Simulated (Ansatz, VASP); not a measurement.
**W in VASP and in Ansatz**

```
CELL_PARAMETERS angstrom
-1.60360 1.60360 1.60360
1.60360 -1.60360 1.60360
1.60360 1.60360 -1.60360
ATOMIC_POSITIONS crystal
W 0.00000 0.00000 0.00000
```

Alike in both runs: task single point; functional PBE; k mesh 15 × 15 × 15; no spin polarisation.

|  | VASP | Ansatz |
| --- | --- | --- |
| version | VASP 6.6.1 | Ansatz 0.2.0 |
| potentials or method | VASP PAW PBE potentials, release 64 (W_sv), cutoff 520 eV | PAW plane waves |
| occupations | fermi-dirac, width 0.1 eV | fermi-dirac |
| valence electrons in the cell | 14 | 14 |

|  | VASP | Ansatz | Ansatz less VASP |
| --- | --- | --- | --- |
| pressure (GPa) | -5.9 | -6.3 | -0.42 |

Neither program's run includes spin-orbit coupling.
